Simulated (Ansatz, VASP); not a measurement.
**CO: VASP beside Ansatz**

```
O C
1.0
     7.74175    0.00000    0.00000
     0.00000    7.74175    0.00000
     0.00000    0.00000    7.74175
O C
10 10
Cartesian
  7.5548 2.1201 5.8419
  3.1557 6.9476 7.6153
  6.0241 4.7776 4.5928
  4.5358 4.0399 0.3385
  1.4913 7.5791 4.7245
  6.7572 1.4279 1.1338
  5.2018 8.3432 3.9271
  3.5123 2.9506 5.1476
  2.1824 1.8689 0.8825
  7.9328 4.6901 1.5473
  8.1194 2.9978 6.2888
  3.7134 6.7575 6.6452
  6.4659 5.5563 5.2937
  4.7253 4.0676 1.4603
  0.7894 7.2757 3.8854
  6.2208 0.5474 0.6554
  4.4368 7.7474 3.3364
  2.9752 3.7816 4.5882
  2.0571 1.8963 2.0107
  8.1247 5.6741 1.0119
```

Alike in both runs: functional PBE; dispersion D3(BJ); k mesh 1 × 1 × 1; occupations fermi-dirac, width 0.05 eV; no spin polarisation.

Ansatz relaxed the structure, and its values are those at the end. VASP's run is a single point on that final structure, the one shown.

```csv
,VASP,Ansatz
version,VASP 6.6.1,Ansatz 0.2.0
potentials or method,"VASP PAW PBE potentials, release 64 (O, C), cutoff 520 eV","scalar-relativistic, plane waves, PAW"
valence electrons in the cell,100,100
```

```tsv
	VASP	Ansatz	Ansatz less VASP
rms of the force components (eV/Å)	0.470	0.083	-0.3876
```

One of these differences is far larger than is usual between the two programs; its cause wasn't traced.

Noted on VASP's run: the standard files for N, O and F lose accuracy on very short bonds.
